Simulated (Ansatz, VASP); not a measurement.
## TiN in VASP and in Ansatz

```
Ti N
1.0
     0.00000    2.11900    2.11900
     2.11900    0.00000    2.11900
     2.11900    2.11900    0.00000
Ti N
1 1
Cartesian
  0.0000 0.0000 0.0000
  2.1190 2.1190 2.1190
```

Alike in both runs: task single point; functional LDA; k mesh 11 × 11 × 11; no spin polarisation.

```csv
,VASP,Ansatz
version,VASP 6.6.1,Ansatz 0.2.0
potentials or method,"VASP PAW LDA potentials, release 64 (Ti_sv, N)","plane waves, PAW"
plane-wave cutoff (eV),600,420
occupations,"fermi-dirac, width 0.1 eV",fermi-dirac
valence electrons in the cell,17,17
```

```csv
,VASP,Ansatz,Ansatz less VASP
gap on the k mesh at the Fermi level (eV),none,none,-
pressure (GPa),-12.6,-13.5,-0.86
```

LDA's correlation is that of Perdew and Zunger in VASP and of Perdew and Wang (1992) in Ansatz. A gap of «none» marks a metal or a gap that the smearing closes.
